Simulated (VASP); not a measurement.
# HfN (I4/mmm) in VASP: a series of runs

HfN is run at these levels: PBEsol; tasks: single point.

All numbers are computed with VASP 6.6.1; they aren't measurements. Logs are shortened: lines on timing, memory, paths and dates and some standing lists are left out, and cuts for length are marked.

## Step 1: The cell of the first run

Symmetry: I4/mmm, No. 139, tetragonal system. Conventional cell: a = 3.354 Å, b = 3.354 Å, c = 4.405 Å, α = 90.00°, β = 90.00°, γ = 90.00°. Hf (site symmetry 4/mmm) has 6 N at 2.20 to 2.37 Å within 2.9 Å. Within 2.9 Å of N (site symmetry 4/mmm) lie 6 Hf at 2.20 to 2.37 Å.

## Step 2: Single point, PBEsol (strain +0.050 along x and y, -0.025 along z)

Input file INCAR:

```
SYSTEM = HfN
PREC     = Accurate       ! precision mode
ENCUT    = 520            ! plane-wave cutoff, eV
EDIFF    = 1E-7           ! SCF threshold, eV
ISMEAR   = 0              ! smearing method
SIGMA    = 0.15           ! smearing width, eV
LREAL    = .FALSE.        ! projectors in reciprocal space
LASPH    = .TRUE.         ! aspherical terms in the spheres
NELM     = 80             ! most SCF steps
ALGO     = Normal         ! electronic algorithm
ISIF     = 2              ! what is computed and relaxed
LWAVE    = .FALSE.        ! write WAVECAR
LCHARG   = .FALSE.        ! write CHGCAR
GGA      = PS             ! functional
NBANDS   = 14             ! bands
```

Input file KPOINTS:

```
regular mesh
0
G
  18 18 18
  0 0 0
```

Input file POSCAR:

```
HfN
1.0
    0.0000000000      2.3719500000      2.2025250000
    2.3719500000      0.0000000000      2.2025250000
    2.3719500000      2.3719500000      0.0000000000
Hf N
1 1
Direct
    0.0000000000      0.0000000000      0.0000000000
    0.5000000000      0.5000000000      0.5000000000
```

Potentials or basis: VASP PAW PBE potentials, release 64 (Hf_pv, N).

On the command line:

```console
> cat potpaw_PBE.64/Hf_pv/POTCAR potpaw_PBE.64/N/POTCAR > POTCAR
> mpirun -np 1 vasp_std > vasp.out
```

OUTCAR:

```text
SYSTEM = HfN
   PREC = Accurate
   ENCUT = 520
   EDIFF = 1E-7
   ISMEAR = 0
   LREAL = .FALSE.
   LASPH = .TRUE.
   NELM = 80
   ISIF = 2
   GGA = PS

 ion  position               nearest neighbor table
   1  0.000  0.000  0.000-   2 2.20   2 2.20   2 2.37   2 2.37   2 2.37   2 2.37
   2  0.500  0.500  0.500-   1 2.20   1 2.20   1 2.37   1 2.37   1 2.37   1 2.37

  LATTYP: Found a body centered tetragonal cell.
 ALAT       =     3.3544438593
 C/A-ratio  =     1.3131983079

  Lattice vectors:

 A1 = (   0.0000000000,  -2.3719500000,  -2.2025250000)
 A2 = (   0.0000000000,   2.3719500000,  -2.2025250000)
 A3 = (   2.3719500000,   0.0000000000,   2.2025250000)

Analysis of symmetry for initial positions (statically):
=====================================================================
 Subroutine PRICEL returns:
 Original cell was already a primitive cell.

 Routine SETGRP: Setting up the symmetry group for a
 body centered tetragonal supercell.

 Subroutine GETGRP returns: Found 16 space group operations
 (whereof 16 operations were pure point group operations)
 out of a pool of 16 trial point group operations.

The static configuration has the point symmetry D_4h.

Analysis of symmetry for dynamics (positions and initial velocities):
=====================================================================
 Subroutine PRICEL returns:
 Original cell was already a primitive cell.

 Routine SETGRP: Setting up the symmetry group for a
 body centered tetragonal supercell.

 Subroutine GETGRP returns: Found 16 space group operations
 (whereof 16 operations were pure point group operations)
 out of a pool of 16 trial point group operations.

The dynamic configuration has the point symmetry D_4h.

 Subroutine INISYM returns: Found 16 space group operations
 (whereof 16 operations are pure point group operations),
 and found     1 'primitive' translations

----------------------------------------------------------------------------------------

                                     Primitive cell

  volume of cell :      24.7835

  direct lattice vectors                    reciprocal lattice vectors
     0.000000000  2.371950000  2.202525000    -0.210797024  0.210797024  0.227012179
     2.371950000  0.000000000  2.202525000     0.210797024 -0.210797024  0.227012179
     2.371950000  2.371950000  0.000000000     0.210797024  0.210797024 -0.227012179

  length of vectors
     3.236860080  3.236860080  3.354443859     0.374706952  0.374706952  0.374706952

  position of ions in fractional coordinates (direct lattice)
     0.000000000  0.000000000  0.000000000
     0.500000000  0.500000000  0.500000000

  ion indices of the primitive-cell ions
   primitive index   ion index
                 1           1
                 2           2

----------------------------------------------------------------------------------------

 KPOINTS: regular mesh

Automatic generation of k-mesh.
 Grid dimensions read from file:
 generate k-points for:   18   18   18

 Generating k-lattice:

  Cartesian coordinates                     Fractional coordinates (reciprocal lattice)
    -0.011710946  0.011710946  0.012611788     0.055555556 -0.000000000  0.000000000
     0.011710946 -0.011710946  0.012611788    -0.000000000  0.055555556  0.000000000
     0.011710946  0.011710946 -0.012611788     0.000000000  0.000000000  0.055555556

  Length of vectors
     0.020817053  0.020817053  0.020817053

  Shift w.r.t. Gamma in fractional coordinates (k-lattice)
     0.000000000  0.000000000  0.000000000

 Subroutine IBZKPT returns following result:
 ===========================================

 Found    480 irreducible k-points:

 Following reciprocal coordinates:
            Coordinates               Weight
  0.000000  0.000000  0.000000      1.000000
  0.055556  0.000000  0.000000      8.000000
  0.111111  0.000000  0.000000      8.000000
  0.166667  0.000000  0.000000      8.000000
  0.222222  0.000000  0.000000      8.000000
  0.277778  0.000000  0.000000      8.000000
[... 16 lines left out ...]
 -0.277778  0.055556  0.000000      8.000000
 -0.222222  0.055556  0.000000      8.000000
 [... further k-points ...]
   k-points           NKPTS =    480   k-points in BZ     NKDIM =    480   number of bands    NBANDS=     14
   number of dos      NEDOS =    301   number of ions     NIONS =      2
   total plane-waves  NPLWV =  16128
   dimension x,y,z NGX =    24 NGY =   24 NGZ =   28
   dimension x,y,z NGXF=    48 NGYF=   48 NGZF=   56
   ions per type =               1   1
   NGX,Y,Z   is equivalent  to a cutoff of  12.33, 12.33, 13.88 a.u.
   NGXF,Y,Z  is equivalent  to a cutoff of  24.65, 24.65, 27.75 a.u.
 SYSTEM =  HfN
   PREC   = accura    normal or accurate (medium, high low for compatibility)
   ISTART =      0    job   : 0-new  1-cont  2-samecut
   ICHARG =      2    charge: 1-file 2-atom 10-const
   ISPIN  =      1    spin polarized calculation?
   LNONCOLLINEAR =      F non collinear calculations
   LSORBIT =      F    spin-orbit coupling
   LASPH  =      T    aspherical Exc in radial PAW
   ENCUT  =  520.0 eV  38.22 Ry    6.18 a.u.   6.02  6.02  6.24*2*pi/ulx,y,z
   NELM   =     80;   NELMIN=  2; NELMDL= -5     # of ELM steps
   EDIFF  = 0.1E-06   stopping-criterion for ELM
   LREAL  =      F    real-space projection
   EDIFFG = 0.1E-05   stopping-criterion for IOM
   NSW    =      0    number of steps for IOM
   IBRION =     -1    ionic relax: 0-MD 1-quasi-New 2-CG
   NFREE  =      0    steps in history (QN), initial steepest desc. (CG)
   ISIF   =      2    stress and relaxation
   ISYM   =      2    0-nonsym 1-usesym 2-fastsym
   POTIM  = 0.5000    time-step for ionic-motion
   TEBEG  =    0.0;   TEEND  =   0.0 temperature during run
   PSTRESS=    0.0 pullay stress
   NELECT =      15.0000    total number of electrons
   NUPDOWN=      -1.0000    fix difference up-down
   EMIN   =  10.00;   EMAX   =-10.00  energy-range for DOS
   EFERMI =   0.00;   METHOD = LEGACY
   ISMEAR =     0;   SIGMA  =   0.15  broadening in eV -4-tet -1-fermi 0-gaus
   EFERMI_NEDOS =   21; number of points for ismear=-14 and -15
   IALGO  =     38    algorithm
   IMIX   =      4    mixing-type and parameters
     AMIX     =   0.40;   BMIX     =  1.00
     AMIX_MAG =   1.60;   BMIX_MAG =  1.00
  volume/ion in A,a.u.               =      12.39        83.62
  Fermi-wavevector in a.u.,A,eV,Ry     =   1.384792  2.616878 26.091206  1.917650
  Thomas-Fermi vector in A             =   2.509263
   LORBIT       =      0    0 simple, 1 ext, 2 COOP (PROOUT), +10 PAW based schemes
   GGA     = PS    functional components
   LHFCALC =     F    Hartree Fock is set to
   AEXX    =    0.0000 exact exchange contribution
   IVDW    =     0    specifies the selected vdW correction
   LEPSILON=     F    determine dielectric tensor
   LRPA    =     F    only Hartree local field effects (RPA)
 non-spin polarized calculation
 Gauss-broadening in eV      SIGMA  =   0.15
  energy-cutoff  :      520.00
  volume of cell :       24.78
 maximum number of plane-waves:       684
   NGX = 13   NGY = 13   NGZ = 13

 number of electron      14.9999999 magnetization

 Free energy of the ion-electron system (eV)
  ---------------------------------------------------
  ext. energy  EPLUGINS =         0.00000000
  ---------------------------------------------------
  free energy    TOTEN  =       -22.73583109 eV

  energy without entropy =      -22.72887182  energy(sigma->0) =      -22.73235145

 E-fermi :   7.5730     XC(G=0): -12.5098

 val. band max:        7.5694985239   @ k =   0.0556   0.0556   0.0000
 cond. band min:       7.5786927333   @ k =   0.3889   0.0556   0.1667
 fundamental gap:      0.0091942094
 Fermi energy:         7.5729775400

 k-point     1 :       0.0000    0.0000    0.0000
  band No.  band energies     occupation
      1     -23.7761      2.00000
      2     -23.7761      2.00000
      3     -23.7025      2.00000
      4      -9.4613      2.00000
      5       4.5724      2.00000
      6       4.5724      2.00000
      7       4.8934      2.00000
      8       7.0223      2.00000
      9       7.0223      2.00000
     10       7.7678      0.06617
     11       7.9019      0.00193
     12       8.8335      0.00000
     13      10.7898      0.00000
     14      16.9935      0.00000

 k-point     2 :       0.0556    0.0000    0.0000
  band No.  band energies     occupation
      1     -23.7925      2.00000
      2     -23.7795      2.00000
      3     -23.7114      2.00000
      4      -9.3981      2.00000
      5       4.2706      2.00000
      6       4.3917      2.00000
      7       4.6855      2.00000
      8       7.1335      1.99997
      9       7.1441      1.99995
     10       7.8112      0.02468
     11       8.1769      0.00000
     12       9.0447      0.00000
     13      11.0130      0.00000
     14      17.2175      0.00000

 k-point     3 :       0.1111    0.0000    0.0000
  band No.  band energies     occupation
      1     -23.8512      2.00000
      2     -23.7891      2.00000
      3     -23.7251      2.00000
      4      -9.2144      2.00000
      5       3.5503      2.00000
      6       3.9632      2.00000
      7       4.2203      2.00000
      8       7.3490      1.96530
      9       7.4559      1.73030
     10       7.9407      0.00053
     11       8.8611      0.00000
     12       9.6121      0.00000
     13      11.6105      0.00000
     14      17.8467      0.00000

 k-point     4 :       0.1667    0.0000    0.0000
  band No.  band energies     occupation
      1     -23.9505      2.00000
      2     -23.8039      2.00000
      3     -23.7343      2.00000
      4      -8.9268      2.00000
      5       2.6792      2.00000
      6       3.4532      2.00000
      7       3.6674      2.00000
      8       7.5887      0.88204
      9       7.9040      0.00181
     10       8.2080      0.00000
     11       9.7095      0.00000
     12      10.4031      0.00000
     13      12.4367      0.00000
     14      18.7441      0.00000

 k-point     5 :       0.2222    0.0000    0.0000
  band No.  band energies     occupation
      1     -24.0733      2.00000
      2     -23.8219      2.00000
      3     -23.7416      2.00000
      4      -8.5613      2.00000
      5       1.7897      2.00000
      6       2.9562      2.00000
      7       3.1223      2.00000
      8       7.8761      0.00427
      9       8.4710      0.00000
     10       8.6192      0.00000
     11      10.5863      0.00000
[... 276 lines left out ...]
 k-point    22 :      -0.3333    0.0556    0.0000
  band No.  band energies     occupation
      1     -24.3386      2.00000
      2     -23.8585      2.00000
      3     -23.7787      2.00000
      4      -7.6973      2.00000
      5       0.0663      2.00000
      6       2.0348      2.00000
      7       2.3754      2.00000
      8       8.7942      0.00000
      9       9.7028      0.00000
     10      10.2578      0.00000
     11      12.3746      0.00000
     12      13.8018      0.00000
     13      14.5242      0.00000
     14      18.6788      0.00000

 k-point    23 :      -0.2778    0.0556    0.0000
  band No.  band energies     occupation
      1     -24.2288      2.00000
      2     -23.8395      2.00000
      3     -23.7737      2.00000
      4      -8.0865      2.00000
      5       0.7120      2.00000
      6       2.3337      2.00000
      7       2.7950      2.00000
      8       8.2389      0.00000
      9       8.9811      0.00000
     10       9.8221      0.00000
     11      11.9405      0.00000
     12      12.9842      0.00000
     13      13.6471      0.00000
     14      19.3129      0.00000

 k-point    24 :      -0.2222    0.0556    0.0000
  band No.  band energies     occupation
      1     -24.1066      2.00000
      2     -23.8199      2.00000
      3     -23.7654      2.00000
      4      -8.4806      2.00000
      5       1.4523      2.00000
      6       2.7198      2.00000
      7       3.2867      2.00000
      8       7.8230      0.01841
      9       8.3241      0.00000
     10       9.3222      0.00000
     11      11.2583      0.00000
     12      12.0798      0.00000
     13      12.7204      0.00000
     14      19.5086      0.00000

 [... further k-points ...]
[... 5 lines left out ...]
  --------------------------------------------------------------------------------------
  -------------------------------------------------------------------------------------
  Total       -4.3895050     -4.3895050      0.1000567      0.0000000      0.0000000     -0.0000000
  in kB     -283.7685300   -283.7685300      6.4683678      0.0000000      0.0000000     -0.0000000
  external PRESSURE =    -187.0228974 kB  Pullay stress =       0.0000000 kB

 VOLUME and BASIS-vectors are now :
 -----------------------------------------------------------------------------
  energy-cutoff  :      520.00
  volume of cell :       24.78
      direct lattice vectors                 reciprocal lattice vectors
     0.000000000  2.371950000  2.202525000    -0.210797024  0.210797024  0.227012179
     2.371950000  0.000000000  2.202525000     0.210797024 -0.210797024  0.227012179
     2.371950000  2.371950000  0.000000000     0.210797024  0.210797024 -0.227012179

 POSITION                                       TOTAL-FORCE (eV/Angst)
 -----------------------------------------------------------------------------------
      0.00000      0.00000      0.00000        -0.000000     -0.000000      0.000000
      2.37195      2.37195      2.20253         0.000000      0.000000     -0.000000
 -----------------------------------------------------------------------------------
    total drift:                                0.000000     -0.000000     -0.000000

  FREE ENERGIE OF THE ION-ELECTRON SYSTEM (eV)
  ---------------------------------------------------
  free  energy   TOTEN  =       -22.7358310921 eV

  energy  without entropy=      -22.7288718170  energy(sigma->0) =      -22.73235145
```

Wall time 86 s (1 thread of AMD EPYC 9R14 (Zen 4), shared host); peak memory 0.26 GiB.

What came out:

```yaml
Free_energy: -22.7358 eV
Pressure: -18.7 GPa
```

Stress tensor (GPa, compression positive):
```
-28.38   0.00   0.00
  0.00 -28.38   0.00
  0.00   0.00   0.65
```

Caveat: the cell differs from its parent crystal (strain +0.050 along x and y, -0.025 along z); the PAW data sets were made with another functional, which shifts forces and pressure a little; spin-orbit coupling is left out, which moves the levels of the heavy elements.

## Step 3: Single point, PBEsol (strain +0.050 along x and y, +0.000 along z)

Input file INCAR:

```
SYSTEM = HfN
ALGO     = Normal         ! electronic algorithm
EDIFF    = 1E-7           ! SCF threshold, eV
ENCUT    = 520            ! plane-wave cutoff, eV
GGA      = PS             ! functional
ISIF     = 2              ! what is computed and relaxed
ISMEAR   = 0              ! smearing method
LASPH    = .True.         ! aspherical terms in the spheres
LCHARG   = .True.         ! write CHGCAR
LELF     = .True.         ! ELF
LREAL    = .False.        ! projectors in reciprocal space
LVHAR    = .True.       
LWAVE    = .False.        ! write WAVECAR
NBANDS   = 14             ! bands
NELM     = 100            ! most SCF steps
PREC     = Accurate       ! precision mode
SIGMA    = 0.15           ! smearing width, eV
```

Input file KPOINTS:

```
k-points
0
Gamma
  18 18 18
  0 0 0
```

Input file POSCAR:

```
HfN
1.0
    0.0000000000      2.3719500000      2.2590000000
    2.3719500000      0.0000000000      2.2590000000
    2.3719500000      2.3719500000      0.0000000000
Hf N
1 1
Direct
    0.0000000000      0.0000000000      0.0000000000
    0.5000000000      0.5000000000      0.5000000000
```

Potentials or basis: VASP PAW PBE potentials, release 64 (Hf_pv, N).

On the command line:

```console
> cat potpaw_PBE.64/Hf_pv/POTCAR potpaw_PBE.64/N/POTCAR > POTCAR
> mpirun -np 1 vasp_std > vasp.out
```

Wall time 90 s (1 thread of AMD EPYC 9R14 (Zen 4), shared host); peak memory 0.26 GiB.

Results (log left out):

```yaml
Free_energy: -22.7064 eV
Pressure: -25.1 GPa
```

Stress tensor (GPa, compression positive):
```
-30.25   0.00   0.00
  0.00 -30.25   0.00
  0.00   0.00 -14.88
```

Levels at points of the mesh, in eV from the Fermi level:
| k point | band 5 | band 6 | band 7 | band 8 | band 9 | band 10 | band 11 | band 12 |
| --- | --- | --- | --- | --- | --- | --- | --- | --- |
| (0.00, 0.00, 0.00) | -2.91 | -2.91 | -2.73 | -0.46 | -0.46 | 0.02 | 0.52 | 1.40 |
| (0.50, 0.00, 0.00) | -8.33 | -5.71 | -5.70 | 2.83 | 3.20 | 3.44 | 3.90 | 7.25 |
| (0.50, 0.50, 0.00) | -5.03 | -3.71 | -3.71 | -3.49 | 3.62 | 4.50 | 4.84 | 4.84 |
| (0.50, 0.00, 0.50) | -5.48 | -3.57 | -3.41 | -3.36 | 3.30 | 4.53 | 4.87 | 5.09 |

Caveat: the cell differs from its parent crystal (strain +0.050 along x and y, +0.000 along z); the PAW data sets were made with another functional, which shifts forces and pressure a little; spin-orbit coupling is left out, which moves the levels of the heavy elements.
